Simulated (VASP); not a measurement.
Set up this calculation in VASP 6.6.1, as the native input.

```
Task                   : single point
Functional             : PBE
Potentials or basis    : VASP PAW PBE potentials, release 64 (Li_sv)
Cutoff                 : 520 eV
k mesh                 : 6 × 6 × 8
Occupations            : gaussian, width 0.1 eV
Spin                   : no spin polarisation
Dipole correction      : no
Further INCAR settings : ALGO = Normal; EDIFF = 1e-07; NBANDS = 8
```

The structure of Li lies in POSCAR:

```
Li
1.0
    1.7085451500     -2.1884333000      0.0000000000
    1.7085451500      2.1884333000      0.0000000000
    0.0000000000      0.0000000000      1.9469203300
Li
1
Direct
    0.5000000000      0.5000000000      0.0000000000
```

The input as run:

INCAR

```
SYSTEM = Li
  ALGO = Normal
  EDIFF = 1E-7
  ENCUT = 520
  GGA = PE
  ISIF = 2
  ISMEAR = 0
  LASPH = .TRUE.
  LCHARG = .FALSE.
  LREAL = .FALSE.
  LWAVE = .FALSE.
  NBANDS = 8
  NELM = 60
  PREC = Accurate
  SIGMA = 0.1
```

KPOINTS

```
k-points
0
G
  6 6 8
  0 0 0
```

Potentials or basis: VASP PAW PBE potentials, release 64 (Li_sv).

Launch:

```bash
$ cat potpaw_PBE.64/Li_sv/POTCAR > POTCAR
$ mpirun -np 1 vasp_std > vasp.out
```

Run time: 2.4 s on 1 thread of Intel(R) Xeon(R) 6975P-C (Granite Rapids) (shared host), peak memory 0.11 GiB.
